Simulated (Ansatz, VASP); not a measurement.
MgO: VASP beside Ansatz

```
CELL_PARAMETERS angstrom
2.62335 0.00000 0.00000
0.00000 2.62335 0.00000
0.00000 0.00000 2.62335
ATOMIC_POSITIONS crystal
Mg 0.00000 0.00000 0.00000
O 0.50000 0.50000 0.50000
```

Alike in both runs: task single point; functional HF; k mesh 6 × 6 × 6; no spin polarisation.

|  | VASP | Ansatz |
| --- | --- | --- |
| version | VASP 6.6.1 | Ansatz 0.2.0 |
| potentials or method | VASP PAW PBE potentials, release 64 (Mg, O) | plane waves, PAW |
| plane-wave cutoff (eV) | 520 | 420 |
| occupations | gaussian, width 0.01 eV | fixed |
| valence electrons in the cell | 8 | 16 |

|  | VASP | Ansatz | Ansatz less VASP |
| --- | --- | --- | --- |
| gap on the k mesh at the Fermi level (eV) | 12.75 | 12.94 | +0.191 |
| pressure (GPa) | -4.1 | -4.4 | -0.35 |

VASP's potentials were made for PBE, not for HF. VASP's potentials hold 8 valence electrons a cell and Ansatz's 16, so a difference there can come from the potentials and not from the codes. Ansatz's warnings: stress exchange threshold loose, stress scf threshold loose.
